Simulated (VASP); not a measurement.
Input of a VASP 6.6.1 run:

POSCAR

```
AlN
1.0
    3.0766195959      0.0000000000      0.0000000000
   -1.5383097979      2.6644307278      0.0000000000
    0.0000000000      0.0000000000      4.9193478695
Al N
2 2
Direct
    0.3333333333      0.6666666667     -0.0011228455
    0.6666666667      0.3333333333      0.4988771545
    0.3333333333      0.6666666667      0.3811228455
    0.6666666667      0.3333333333      0.8811228455
```

The input INCAR.step1:

```
SYSTEM = AlN
PREC = Accurate
ENCUT = 520
ISMEAR = 0
SIGMA = 0.01
LREAL = .False.
LASPH = .True.
NELM = 60
NBANDS = 16
GGA = PE
ALGO = Normal
EDIFF = 1E-4
LWAVE = .True.
LCHARG = .False.
```

INCAR.step2

```
SYSTEM = AlN
PREC = Accurate
ENCUT = 520
EDIFF = 1E-6
ISMEAR = 0
SIGMA = 0.01
LREAL = .False.
LASPH = .True.
NELM = 60
ALGO = Normal
ISIF = 2
LWAVE = .False.
LCHARG = .False.
METAGGA = R2SCAN
LMIXTAU = .True.
NBANDS = 16
ISTART = 1
```

File KPOINTS:

```
regular mesh
0
Gamma
  8 8 4
  0 0 0
```

Potentials or basis: VASP PAW PBE potentials, release 64 (Al, N).

Launch:

```console
$ cat potpaw_PBE.64/Al/POTCAR potpaw_PBE.64/N/POTCAR > POTCAR
$ cp INCAR.step1 INCAR
$ mpirun -np 1 vasp_std > vasp.out
$ cp INCAR.step2 INCAR
$ mpirun -np 1 vasp_std > vasp.out
```

(1) What does it give for the pressure?

(2) What does it give for the band gap on the k mesh?

## Answers

(1) 6.6 GPa.

(2) 5.20 eV, direct.

Caveat: the PAW data sets were made with another functional, which shifts forces and pressure a little.
